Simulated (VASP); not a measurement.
# Na (I4/mmm) in VASP: further runs

The runs below take Na through single point, with LDA.

All numbers are computed with VASP 6.6.1; they aren't measurements. Logs are shortened: lines on timing, memory, paths and dates and some standing lists are left out, and cuts for length are marked.

### Step 1. The cell of the first run

It takes space group I4/mmm (No. 139, tetragonal). The conventional cell has a = 3.777 Å, b = 3.777 Å, c = 5.275 Å, α = 90.00°, β = 90.00°, γ = 90.00°. Within 4.9 Å of Na (site symmetry 4/mmm) lie 12 Na at 3.75 to 3.78 Å.

### Step 2. Single point, LDA

INCAR reads:

```
PREC = Accurate
ENCUT = 500
EDIFF = 1E-6
ISMEAR = -1
SIGMA = 0.1
LREAL = False
LASPH = True
NELM = 120
ALGO = Normal
ISIF = 2
LWAVE = False
LCHARG = False
NBANDS = 10
GGA_COMPAT = False
```

KPOINTS reads:

```
Automatic mesh
0
Gamma
  5 5 5
```

POSCAR reads:

```
Na
1.0
   -1.8882910800      1.8882910800      2.6372766800
    1.8882910800     -1.8882910800      2.6372766800
    1.8882910800      1.8882910800     -2.6372766800
Na
1
Direct
    0.0000000000      0.0000000000      0.0000000000
```

Potentials or basis: VASP PAW LDA potentials, release 64 (Na_pv).

Started as:

```console
$ cat potpaw_LDA.64/Na_pv/POTCAR > POTCAR
$ mpirun -np 1 vasp_std > vasp.out
```

OUTCAR:

```text
PREC = Accurate
   ENCUT = 500
   EDIFF = 1E-6
   ISMEAR = -1
   LREAL = False
   LASPH = True
   NELM = 120
   ISIF = 2

 ion  position               nearest neighbor table
   1  0.000  0.000  0.000-

  LATTYP: Found a body centered tetragonal cell.
 ALAT       =     3.7765821600
 C/A-ratio  =     1.3966473220

  Lattice vectors:

 A1 = (  -1.8882910800,   1.8882910800,   2.6372766800)
 A2 = (   1.8882910800,  -1.8882910800,   2.6372766800)
 A3 = (   1.8882910800,   1.8882910800,  -2.6372766800)

Analysis of symmetry for initial positions (statically):
=====================================================================
 Subroutine PRICEL returns:
 Original cell was already a primitive cell.

 Routine SETGRP: Setting up the symmetry group for a
 body centered tetragonal supercell.

 Subroutine GETGRP returns: Found 16 space group operations
 (whereof 16 operations were pure point group operations)
 out of a pool of 16 trial point group operations.

The static configuration has the point symmetry D_4h.

Analysis of symmetry for dynamics (positions and initial velocities):
=====================================================================
 Subroutine PRICEL returns:
 Original cell was already a primitive cell.

 Routine SETGRP: Setting up the symmetry group for a
 body centered tetragonal supercell.

 Subroutine GETGRP returns: Found 16 space group operations
 (whereof 16 operations were pure point group operations)
 out of a pool of 16 trial point group operations.

The dynamic configuration has the point symmetry D_4h.

 Subroutine INISYM returns: Found 16 space group operations
 (whereof 16 operations are pure point group operations),
 and found     1 'primitive' translations

----------------------------------------------------------------------------------------

                                     Primitive cell

  volume of cell :      37.6144

  direct lattice vectors                    reciprocal lattice vectors
    -1.888291080  1.888291080  2.637276680     0.000000000  0.264789685  0.189589512
     1.888291080 -1.888291080  2.637276680     0.264789685  0.000000000  0.189589512
     1.888291080  1.888291080 -2.637276680     0.264789685  0.264789685  0.000000000

  length of vectors
     3.753200593  3.753200593  3.753200593     0.325665105  0.325665105  0.374469164

[... 72 lines left out ...]
   LREAL  =      F    real-space projection
   EDIFFG = 0.1E-04   stopping-criterion for IOM
   NSW    =      0    number of steps for IOM
   IBRION =     -1    ionic relax: 0-MD 1-quasi-New 2-CG
   NFREE  =      0    steps in history (QN), initial steepest desc. (CG)
   ISIF   =      2    stress and relaxation
   ISYM   =      2    0-nonsym 1-usesym 2-fastsym
   POTIM  = 0.5000    time-step for ionic-motion
   TEBEG  =    0.0;   TEEND  =   0.0 temperature during run
   PSTRESS=    0.0 pullay stress
   NELECT =       7.0000    total number of electrons
   NUPDOWN=      -1.0000    fix difference up-down
   EMIN   =  10.00;   EMAX   =-10.00  energy-range for DOS
   EFERMI =   0.00;   METHOD = LEGACY
   ISMEAR =    -1;   SIGMA  =   0.10  broadening in eV -4-tet -1-fermi 0-gaus
   EFERMI_NEDOS =   21; number of points for ismear=-14 and -15
   IALGO  =     38    algorithm
   IMIX   =      4    mixing-type and parameters
     AMIX     =   0.40;   BMIX     =  1.00
     AMIX_MAG =   1.60;   BMIX_MAG =  1.00
  volume/ion in A,a.u.               =      37.61       253.83
  Fermi-wavevector in a.u.,A,eV,Ry     =   0.934666  1.766262 11.886050  0.873600
  Thomas-Fermi vector in A             =   2.061494
   LORBIT       =      0    0 simple, 1 ext, 2 COOP (PROOUT), +10 PAW based schemes
   GGA     = CA    functional components
   LHFCALC =     F    Hartree Fock is set to
   AEXX    =    0.0000 exact exchange contribution
   IVDW    =     0    specifies the selected vdW correction
   LEPSILON=     F    determine dielectric tensor
   LRPA    =     F    only Hartree local field effects (RPA)
 non-spin polarized calculation
  energy-cutoff  :      500.00
  volume of cell :       37.61
 maximum number of plane-waves:       962
   NGX = 13   NGY = 13   NGZ = 13

 number of electron       6.9999999 magnetization

 Free energy of the ion-electron system (eV)
  ---------------------------------------------------
  ext. energy  EPLUGINS =         0.00000000
  ---------------------------------------------------
  free energy    TOTEN  =        -1.49076759 eV

  energy without entropy =       -1.48335880  energy(sigma->0) =       -1.48706319

 E-fermi :   0.3042     XC(G=0):  -6.6868

 val. band max:        0.2480639069   @ k =  -0.4000   0.4000   0.0000
 cond. band min:       0.3312855989   @ k =  -0.4000  -0.4000   0.4000
 fundamental gap:      0.0832216920
 Fermi energy:         0.3041805940

 k-point     1 :       0.0000    0.0000    0.0000
  band No.  band energies     occupation
      1     -24.8324      2.00000
      2     -24.8323      2.00000
      3     -24.8323      2.00000
      4      -3.1327      2.00000
      5      11.0578      0.00000
      6      11.0578      0.00000
      7      11.1048      0.00000
      8      12.3200      0.00000
      9      12.5278      0.00000
     10      12.5314      0.00000
[... 209 lines left out ...]
 k-point    18 :      -0.4000   -0.4000    0.4000
  band No.  band energies     occupation
      1     -24.8615      2.00000
      2     -24.8440      2.00000
      3     -24.8440      2.00000
      4       0.3313      0.86530
      5       4.4689      0.00000
      6       6.5124      0.00000
      7       7.2180      0.00000
      8       7.2180      0.00000
      9       9.1402      0.00000
     10      18.5657      0.00000

------------------------ aborting loop because EDIFF is reached ----------------------------------------

  FORCE on cell =-STRESS in cart. coord.  units (eV):
  Direction    XX          YY          ZZ          XY          YZ          ZX
  --------------------------------------------------------------------------------------
  -------------------------------------------------------------------------------------
  Total       -0.2355574     -0.2355574     -0.2441355      0.0000000     -0.0000000     -0.0000000
  in kB      -10.0335287    -10.0335287    -10.3989140      0.0000000     -0.0000000     -0.0000000
  external PRESSURE =     -10.1553238 kB  Pullay stress =       0.0000000 kB

 VOLUME and BASIS-vectors are now :
 -----------------------------------------------------------------------------
  energy-cutoff  :      500.00
  volume of cell :       37.61
      direct lattice vectors                 reciprocal lattice vectors
    -1.888291080  1.888291080  2.637276680     0.000000000  0.264789685  0.189589512
     1.888291080 -1.888291080  2.637276680     0.264789685  0.000000000  0.189589512
     1.888291080  1.888291080 -2.637276680     0.264789685  0.264789685  0.000000000

 POSITION                                       TOTAL-FORCE (eV/Angst)
 -----------------------------------------------------------------------------------
      0.00000      0.00000      0.00000        -0.000000      0.000000      0.000000
 -----------------------------------------------------------------------------------
    total drift:                               -0.000000     -0.000000     -0.000000

  FREE ENERGIE OF THE ION-ELECTRON SYSTEM (eV)
  ---------------------------------------------------
  free  energy   TOTEN  =        -1.4907675862 eV

  energy  without entropy=       -1.4833587980  energy(sigma->0) =       -1.48706319
```

OSZICAR:

```text
N       E                     dE             d eps       ncg     rms          rms(c)
DAV:   1     0.258396276217E+02    0.25840E+02   -0.37156E+03   360   0.577E+02
DAV:   2    -0.948197744199E+00   -0.26788E+02   -0.26703E+02   372   0.137E+02
DAV:   3    -0.148783114453E+01   -0.53963E+00   -0.53928E+00   456   0.222E+01
DAV:   4    -0.149221681325E+01   -0.43857E-02   -0.43854E-02   428   0.181E+00
DAV:   5    -0.149226548195E+01   -0.48669E-04   -0.48668E-04   426   0.203E-01    0.192E-01
DAV:   6    -0.149129665241E+01    0.96883E-03   -0.74116E-04   406   0.355E-01    0.127E-01
DAV:   7    -0.149078348975E+01    0.51316E-03   -0.11437E-03   414   0.365E-01    0.209E-02
DAV:   8    -0.149076724119E+01    0.16249E-04   -0.92459E-05   432   0.156E-01    0.293E-03
DAV:   9    -0.149076758624E+01   -0.34506E-06   -0.40664E-07   300   0.669E-03
   1 F= -.14907676E+01 E0= -.14870632E+01  d E =-.740879E-02
```

It took 2.7 s on 1 thread of Intel Xeon Platinum 8488C (Sapphire Rapids), shared host; peak memory 0.13 GiB.

Results:

| Property | Result |
| --- | --- |
| Free energy | -1.4908 eV |
| Pressure | -1.0 GPa |
| Band gap on the k mesh | zero (an odd number of electrons rules out a gap without spin polarisation) |

Caveat: the k points lie up to 0.41 Å⁻¹ apart, too coarse for converged energies and pressures of a metal.

### Step 3. Single point, LDA

INCAR reads:

```
ALGO     = Normal         # electronic algorithm
EDIFF    = 1E-6           # SCF threshold, eV
ENCUT    = 500            # plane-wave cutoff, eV
GGA      = CA             # functional
GGA_COMPAT= False        
ISIF     = 2              # what is computed and relaxed
ISMEAR   = -1             # smearing method
LASPH    = True           # aspherical terms in the spheres
LCHARG   = False          # write CHGCAR
LREAL    = False          # projectors in reciprocal space
LWAVE    = False          # write WAVECAR
NBANDS   = 10             # bands
NELM     = 120            # most SCF steps
PREC     = Accurate       # precision mode
SIGMA    = 0.1            # smearing width, eV
```

KPOINTS reads:

```
k-points
0
Gamma
  5 5 5
```

POSCAR is that of step 2.

Potentials or basis: VASP PAW LDA potentials, release 64 (Na_pv).

Started as:

```console
$ cat potpaw_LDA.64/Na_pv/POTCAR > POTCAR
$ mpirun -np 1 vasp_std > vasp.out
```

Run time: 2.6 s. Hardware: 1 thread of Intel Xeon Platinum 8488C (Sapphire Rapids), shared host; peak memory 0.13 GiB.

It converged, with:

```yaml
Free_energy: -1.4908 eV
Pressure: -1.0 GPa
Band_gap_on_the_k_mesh: zero (an odd number of electrons rules out a gap without spin polarisation)
```

Levels at points of the mesh, in eV from the Fermi level:
```tsv
k point	band 1	band 2	band 3	band 4	band 5	band 6	band 7	band 8	band 9
(0.00, 0.00, 0.00)	-25.14	-25.14	-25.14	-3.44	10.75	10.75	10.80	12.02	12.22
```

Caveat: the k points lie up to 0.41 Å⁻¹ apart, too coarse for converged energies and pressures of a metal.
